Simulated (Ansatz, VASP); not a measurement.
**One calculation of MgI2, two programs**

The input INCAR:

```
ALGO = Normal
EDIFF = 1E-7
ENCUT = 520
GGA = PE
ISIF = 2
ISMEAR = -1
LASPH = T
LCHARG = F
LREAL = F
LWAVE = F
NBANDS = 15
NELM = 80
PREC = Accurate
SIGMA = 0.02
```

File KPOINTS:

```
k-points
0
Gamma
  12 12 4
```

File POSCAR:

```
MgI2
1.0
    4.0324966890      0.0000000000      0.0000000000
   -2.0162483445      3.4922445734      0.0000000000
    0.0000000000      0.0000000000      6.9940381046
Mg I
1 2
Direct
    0.0000000000      0.0000000000      0.0000000000
    0.3333333333      0.6666666667      0.2444644722
    0.6666666667      0.3333333333      0.7555355278
```

Input for Ansatz:

```yaml
crystal:
  lattice:
    - [4.032496689, 0.0, 0.0]
    - [-2.0162483445, 3.4922445734, 0.0]
    - [0.0, 0.0, 6.9940381046]
  atoms:
    - { symbol: Mg, position: [0.0, 0.0, 0.0] }
    - { symbol: I, position: [0.3333333333, 0.6666666667, 0.2444644722] }
    - { symbol: I, position: [0.6666666667, 0.3333333333, 0.7555355278] }
kpoints:
  mp_grid: { grid: [12, 12, 4] }
  band_path:
    path:
      - [0.0, 0.0, 0.0]
      - [0.5, 0.0, 0.0]
      - [0.3333333333, 0.3333333333, 0.0]
      - [0.0, 0.0, 0.5]
      - [0.5, 0.0, 0.5]
      - [0.3333333333, 0.3333333333, 0.5]
      - [0.0, 0.473958, 0.341146]
    npoints: 1
hamiltonian:
  xc: pbe
scf:
  occupations: { method: fermi_dirac, width: 0.02 }
  n_extra_bands: 4
output:
  forces: true
  stress: true
  eigenvalues: true
```

Change from the starting cell: epitaxial_xy strain -3.0%.

Alike in both runs: task single point; functional PBE; k mesh 12 × 12 × 4; occupations fermi-dirac, width 0.02 eV; no spin polarisation.

```csv
,VASP,Ansatz
version,VASP 6.6.1,Ansatz 0.2.0
potentials or method,"VASP PAW PBE potentials, release 64 (Mg, I)","plane waves, PAW"
plane-wave cutoff (eV),520,420
valence electrons in the cell,16,44
```

```csv
,VASP,Ansatz,Ansatz less VASP
gap on the k mesh at the Fermi level (eV),3.47,3.48,+0.017
pressure (GPa),2.5,2.5,+0.06
"traceless stress, the component that is largest in VASP (GPa)",-1.10,-1.11,-0.007
rms of the force components (eV/Å),0.006,0.011,+0.0047
```

Atom by atom the forces differ by 0.005 eV/Å (rms over components). VASP's potentials hold 16 valence electrons a cell and Ansatz's 44, so a difference there can come from the potentials and not from the codes.

Spin-orbit coupling is off throughout.
